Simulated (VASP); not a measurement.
# Be (P6_3/mmc) in VASP: further runs

Runs on Be. Level: PBE. Tasks: single point, relaxation of cell and atoms.

Everything below comes from runs of VASP 6.6.1. Logs are shortened: lines on timing, memory, paths and dates and some standing lists are left out, and cuts for length are marked.

## (1) The cell of the first run

Symmetry: P6_3/mmc, No. 194, hexagonal system. The conventional cell has a = 2.263 Å, b = 2.263 Å, c = 3.567 Å, α = 90.00°, β = 90.00°, γ = 120.00°. Be (site symmetry -6m2) has 12 Be at 2.21 to 2.26 Å within 2.9 Å.

## (2) Single point, PBE

INCAR reads:

```
SYSTEM = Be
ALGO     = Normal         ! electronic algorithm
EDIFF    = 1E-6           ! SCF threshold, eV
ENCUT    = 520            ! plane-wave cutoff, eV
GGA      = PE             ! functional
ISIF     = 2              ! what is computed and relaxed
ISMEAR   = 0              ! smearing method
LASPH    = .True.         ! aspherical terms in the spheres
LCHARG   = .False.        ! write CHGCAR
LREAL    = .False.        ! projectors in reciprocal space
LWAVE    = .False.        ! write WAVECAR
NBANDS   = 9              ! bands
NELM     = 80             ! most SCF steps
PREC     = Accurate       ! precision mode
SIGMA    = 0.1            ! smearing width, eV
```

KPOINTS reads:

```
k-points
0
Gamma
  21 21 12
  0 0 0
```

POSCAR reads:

```
Be
1.0
    2.2627190705      0.0000000000      0.0000000000
   -1.1313595353      1.9595721967      0.0000000000
    0.0000000000      0.0000000000      3.5668095410
Be
2
Direct
    0.3333333333      0.6666666667      0.2500000000
    0.6666666667      0.3333333333      0.7500000000
```

Potentials or basis: VASP PAW PBE potentials, release 64 (Be).

On the command line:

```console
> cat potpaw_PBE.64/Be/POTCAR > POTCAR
> mpirun -np 1 vasp_std > vasp.out
```

OUTCAR:

```text
SYSTEM = Be
   EDIFF = 1E-6
   ENCUT = 520
   GGA = PE
   ISIF = 2
   ISMEAR = 0
   LASPH = .True.
   LREAL = .False.
   NELM = 80
   PREC = Accurate

 ion  position               nearest neighbor table
   1  0.333  0.667  0.250-   2 2.21   2 2.21   2 2.21   2 2.21   2 2.21   2 2.21
   2  0.667  0.333  0.750-   1 2.21   1 2.21   1 2.21   1 2.21   1 2.21   1 2.21

  LATTYP: Found a hexagonal cell.
 ALAT       =     2.2627190705
 C/A-ratio  =     1.5763377732

  Lattice vectors:

 A1 = (   2.2627190705,   0.0000000000,   0.0000000000)
 A2 = (  -1.1313595353,   1.9595721967,   0.0000000000)
 A3 = (   0.0000000000,   0.0000000000,   3.5668095410)

Analysis of symmetry for initial positions (statically):
=====================================================================
 Subroutine PRICEL returns:
 Original cell was already a primitive cell.

 Routine SETGRP: Setting up the symmetry group for a
 hexagonal supercell.

 Subroutine GETGRP returns: Found 24 space group operations
 (whereof 12 operations were pure point group operations)
 out of a pool of 24 trial point group operations.

The static configuration has the point symmetry D_3d.
 The point group associated with its full space group is D_6h.

Analysis of symmetry for dynamics (positions and initial velocities):
=====================================================================
 Subroutine PRICEL returns:
 Original cell was already a primitive cell.

 Routine SETGRP: Setting up the symmetry group for a
 hexagonal supercell.

 Subroutine GETGRP returns: Found 24 space group operations
 (whereof 12 operations were pure point group operations)
 out of a pool of 24 trial point group operations.

The dynamic configuration has the point symmetry D_3d.
 The point group associated with its full space group is D_6h.

 Subroutine INISYM returns: Found 24 space group operations
 (whereof 12 operations are pure point group operations),
 and found     1 'primitive' translations

----------------------------------------------------------------------------------------

                                     Primitive cell

  volume of cell :      15.8151

  direct lattice vectors                    reciprocal lattice vectors
     2.262719071  0.000000000  0.000000000     0.441946158  0.255157733  0.000000000
    -1.131359535  1.959572197  0.000000000     0.000000000  0.510315467  0.000000000
     0.000000000  0.000000000  3.566809541     0.000000000  0.000000000  0.280362601

  length of vectors
     2.262719071  2.262719071  3.566809541     0.510315467  0.510315467  0.280362601

  position of ions in fractional coordinates (direct lattice)
     0.333333333  0.666666667  0.250000000
     0.666666667  0.333333333  0.750000000

  ion indices of the primitive-cell ions
   primitive index   ion index
                 1           1
                 2           2

----------------------------------------------------------------------------------------

 KPOINTS: k-points

Automatic generation of k-mesh.
 Grid dimensions read from file:
 generate k-points for:   21   21   12

 Generating k-lattice:

  Cartesian coordinates                     Fractional coordinates (reciprocal lattice)
     0.021045055  0.012150368  0.000000000     0.047619048 -0.000000000  0.000000000
     0.000000000  0.024300737  0.000000000     0.000000000  0.047619048  0.000000000
     0.000000000  0.000000000  0.023363550     0.000000000  0.000000000  0.083333333

  Length of vectors
     0.024300737  0.024300737  0.023363550

  Shift w.r.t. Gamma in fractional coordinates (k-lattice)
     0.000000000  0.000000000  0.000000000

 Subroutine IBZKPT returns following result:
 ===========================================

 Found    336 irreducible k-points:

 Following reciprocal coordinates:
            Coordinates               Weight
  0.000000  0.000000  0.000000      1.000000
  0.047619  0.000000  0.000000      6.000000
  0.095238  0.000000  0.000000      6.000000
  0.142857  0.000000  0.000000      6.000000
  0.190476  0.000000  0.000000      6.000000
  0.238095  0.000000  0.000000      6.000000
[... 16 lines left out ...]
  0.142857  0.095238  0.000000     12.000000
  0.190476  0.095238  0.000000     12.000000
 [... further k-points ...]
   k-points           NKPTS =    336   k-points in BZ     NKDIM =    336   number of bands    NBANDS=      9
   number of dos      NEDOS =    301   number of ions     NIONS =      2
   total plane-waves  NPLWV =   9072
   dimension x,y,z NGX =    18 NGY =   18 NGZ =   28
   dimension x,y,z NGXF=    36 NGYF=   36 NGZF=   56
   ions per type =               2
   NGX,Y,Z   is equivalent  to a cutoff of  13.22, 13.22, 13.05 a.u.
   NGXF,Y,Z  is equivalent  to a cutoff of  26.45, 26.45, 26.10 a.u.
 SYSTEM =  Be
   PREC   = accura    normal or accurate (medium, high low for compatibility)
   ISTART =      0    job   : 0-new  1-cont  2-samecut
   ICHARG =      2    charge: 1-file 2-atom 10-const
   ISPIN  =      1    spin polarized calculation?
   LNONCOLLINEAR =      F non collinear calculations
   LSORBIT =      F    spin-orbit coupling
   LASPH  =      T    aspherical Exc in radial PAW
   ENCUT  =  520.0 eV  38.22 Ry    6.18 a.u.   4.21  4.21  6.63*2*pi/ulx,y,z
   NELM   =     80;   NELMIN=  2; NELMDL= -5     # of ELM steps
   EDIFF  = 0.1E-05   stopping-criterion for ELM
   LREAL  =      F    real-space projection
[... 7 lines left out ...]
   TEBEG  =    0.0;   TEEND  =   0.0 temperature during run
   PSTRESS=    0.0 pullay stress
   NELECT =       4.0000    total number of electrons
   NUPDOWN=      -1.0000    fix difference up-down
   EMIN   =  10.00;   EMAX   =-10.00  energy-range for DOS
   EFERMI =   0.00;   METHOD = LEGACY
   ISMEAR =     0;   SIGMA  =   0.10  broadening in eV -4-tet -1-fermi 0-gaus
   EFERMI_NEDOS =   21; number of points for ismear=-14 and -15
   IALGO  =     38    algorithm
   IMIX   =      4    mixing-type and parameters
     AMIX     =   0.40;   BMIX     =  1.00
     AMIX_MAG =   1.60;   BMIX_MAG =  1.00
  volume/ion in A,a.u.               =       7.91        53.36
  Fermi-wavevector in a.u.,A,eV,Ry     =   1.035311  1.956454 14.583665  1.071869
  Thomas-Fermi vector in A             =   2.169648
   LORBIT       =      0    0 simple, 1 ext, 2 COOP (PROOUT), +10 PAW based schemes
   GGA     = PE    functional components
   LHFCALC =     F    Hartree Fock is set to
   AEXX    =    0.0000 exact exchange contribution
   IVDW    =     0    specifies the selected vdW correction
   LEPSILON=     F    determine dielectric tensor
   LRPA    =     F    only Hartree local field effects (RPA)
 non-spin polarized calculation
 Gauss-broadening in eV      SIGMA  =   0.10
  energy-cutoff  :      520.00
  volume of cell :       15.82
 maximum number of plane-waves:       446
 NGX is ok and might be reduce to    18
   NGX =  9   NGY =  9   NGZ = 13

 number of electron       4.0000000 magnetization

 Free energy of the ion-electron system (eV)
  ---------------------------------------------------
  ext. energy  EPLUGINS =         0.00000000
  ---------------------------------------------------
  free energy    TOTEN  =        -7.53054803 eV

  energy without entropy =       -7.52900976  energy(sigma->0) =       -7.52977889

 E-fermi :   7.0656     XC(G=0): -10.6050

 val. band max:        7.0271045487   @ k =   0.2857   0.2381   0.0833
 cond. band min:       7.0676820556   @ k =   0.3333   0.2857   0.3333
 fundamental gap:      0.0405775068
 Fermi energy:         7.0655506468

 k-point     1 :       0.0000    0.0000    0.0000
  band No.  band energies     occupation
      1      -4.3268      2.00000
      2       2.5732      2.00000
      3       8.1163      0.00000
      4      23.0398      0.00000
      5      23.0398      0.00000
      6      25.8806      0.00000
      7      25.8806      0.00000
      8      27.9211      0.00000
      9      34.1423      0.00000

 k-point     2 :       0.0476    0.0000    0.0000
  band No.  band energies     occupation
      1      -4.2616      2.00000
      2       2.6587      2.00000
      3       8.1360      0.00000
      4      22.4861      0.00000
      5      22.6133      0.00000
      6      25.8875      0.00000
      7      26.1152      0.00000
      8      27.8027      0.00000
      9      32.9592      0.00000

 k-point     3 :       0.0952    0.0000    0.0000
  band No.  band energies     occupation
      1      -4.0657      2.00000
      2       2.9151      2.00000
      3       8.1922      0.00000
      4      21.0773      0.00000
      5      21.7009      0.00000
      6      25.8590      0.00000
      7      26.4217      0.00000
      8      27.4016      0.00000
      9      31.1708      0.00000

 k-point     4 :       0.1429    0.0000    0.0000
  band No.  band energies     occupation
      1      -3.7391      2.00000
      2       3.3417      2.00000
      3       8.2732      0.00000
      4      19.2474      0.00000
      5      20.6799      0.00000
      6      25.7037      0.00000
      7      26.4289      0.00000
      8      26.5904      0.00000
      9      29.2770      0.00000

 k-point     5 :       0.1905    0.0000    0.0000
  band No.  band energies     occupation
      1      -3.2816      2.00000
      2       3.9375      2.00000
      3       8.3492      0.00000
      4      17.3229      0.00000
      5      19.6956      0.00000
      6      25.1742      0.00000
      7      25.2490      0.00000
      8      26.1368      0.00000
      9      27.7210      0.00000

 k-point     6 :       0.2381    0.0000    0.0000
  band No.  band energies     occupation
      1      -2.6935      2.00000
      2       4.7004      2.00000
      3       8.3492      0.00000
      4      15.5404      0.00000
      5      18.8074      0.00000
      6      23.4340      0.00000
      7      23.9163      0.00000
      8      25.6849      0.00000
      9      26.9750      0.00000
[... 169 lines left out ...]
 k-point    21 :       0.4762    0.0476    0.0000
  band No.  band energies     occupation
      1       2.0811      2.00000
      2       3.9414      2.00000
      3      10.7194      0.00000
      4      13.5616      0.00000
      5      13.7662      0.00000
      6      15.1819      0.00000
      7      18.1595      0.00000
      8      23.8449      0.00000
      9      27.0545      0.00000

 k-point    22 :       0.0952    0.0952    0.0000
  band No.  band energies     occupation
      1      -3.5428      2.00000
      2       3.5973      2.00000
      3       8.3226      0.00000
      4      18.8172      0.00000
      5      19.4516      0.00000
      6      25.7180      0.00000
      7      26.0518      0.00000
      8      26.1496      0.00000
      9      30.1009      0.00000

 k-point    23 :       0.1429    0.0952    0.0000
  band No.  band energies     occupation
      1      -3.0847      2.00000
      2       4.1924      2.00000
      3       8.4042      0.00000
      4      17.0372      0.00000
      5      18.4214      0.00000
      6      24.9357      0.00000
      7      25.1449      0.00000
      8      25.5143      0.00000
      9      29.4416      0.00000

 k-point    24 :       0.1905    0.0952    0.0000
  band No.  band energies     occupation
      1      -2.4955      2.00000
      2       4.9543      2.00000
      3       8.4313      0.00000
      4      15.2448      0.00000
      5      17.5281      0.00000
      6      23.3075      0.00000
      7      24.0315      0.00000
      8      25.0312      0.00000
      9      28.8287      0.00000

 [... further k-points ...]
[... 5 lines left out ...]
  --------------------------------------------------------------------------------------
  -------------------------------------------------------------------------------------
  Total        0.0128456      0.0128456      0.0164606     -0.0000000     -0.0000000     -0.0000000
  in kB        1.3013480      1.3013480      1.6675731     -0.0000000     -0.0000000     -0.0000000
  external PRESSURE =       1.4234231 kB  Pullay stress =       0.0000000 kB

 VOLUME and BASIS-vectors are now :
 -----------------------------------------------------------------------------
  energy-cutoff  :      520.00
  volume of cell :       15.82
      direct lattice vectors                 reciprocal lattice vectors
     2.262719071  0.000000000  0.000000000     0.441946158  0.255157733  0.000000000
    -1.131359535  1.959572197  0.000000000     0.000000000  0.510315467  0.000000000
     0.000000000  0.000000000  3.566809541     0.000000000  0.000000000  0.280362601

 POSITION                                       TOTAL-FORCE (eV/Angst)
 -----------------------------------------------------------------------------------
     -0.00000      1.30638      0.89170         0.000000      0.000000      0.000000
      1.13136      0.65319      2.67511         0.000000     -0.000000      0.000000
 -----------------------------------------------------------------------------------
    total drift:                                0.000000     -0.000000      0.000000

  FREE ENERGIE OF THE ION-ELECTRON SYSTEM (eV)
  ---------------------------------------------------
  free  energy   TOTEN  =        -7.5305480255 eV

  energy  without entropy=       -7.5290097559  energy(sigma->0) =       -7.52977889
```

Wall time 18 s (1 thread of Intel Xeon 6975P-C (Granite Rapids), shared host); peak memory 0.15 GiB.

What came out:

- Free energy: -7.5305 eV
- Pressure: 0.1 GPa
- Band gap on the k mesh: zero (band 2 reaches 8.02 eV, above the bottom of band 3 at 5.93 eV)

(Part 1 of 2 ends here.)
